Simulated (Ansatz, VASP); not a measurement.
## Two plane-wave programs on CsI

```
CELL_PARAMETERS angstrom
4.56159 0.00000 0.00000
0.00000 4.56159 0.00000
0.00000 0.00000 4.56159
ATOMIC_POSITIONS crystal
Cs 0.00000 0.00000 0.00000
I 0.50000 0.50000 0.50000
```

Alike in both runs: task single point; functional r2SCAN; k mesh 4 × 4 × 4; no spin polarisation.

|  | VASP | Ansatz |
| --- | --- | --- |
| version | VASP 6.6.1 | Ansatz 0.2.0 |
| potentials or method | VASP PAW PBE potentials, release 64 (Cs_sv, I) | plane waves, PAW |
| plane-wave cutoff (eV) | 550 | 500 |
| occupations | gaussian, width 0.01 eV | fixed |
| valence electrons in the cell | 16 | 26 |

Ansatz gave:

```
gap on the k mesh at the Fermi level (eV) : 4.62
pressure (GPa)                            : 0.4
```

**Question.** What did VASP give for the same quantities?

**Answer.** gap on the k mesh at the Fermi level (eV): 4.60; pressure (GPa): 0.5.

VASP's potentials were made for PBE, not for r2SCAN. VASP's potentials hold 16 valence electrons a cell and Ansatz's 26, so a difference there can come from the potentials and not from the codes.

Spin-orbit coupling is off throughout.
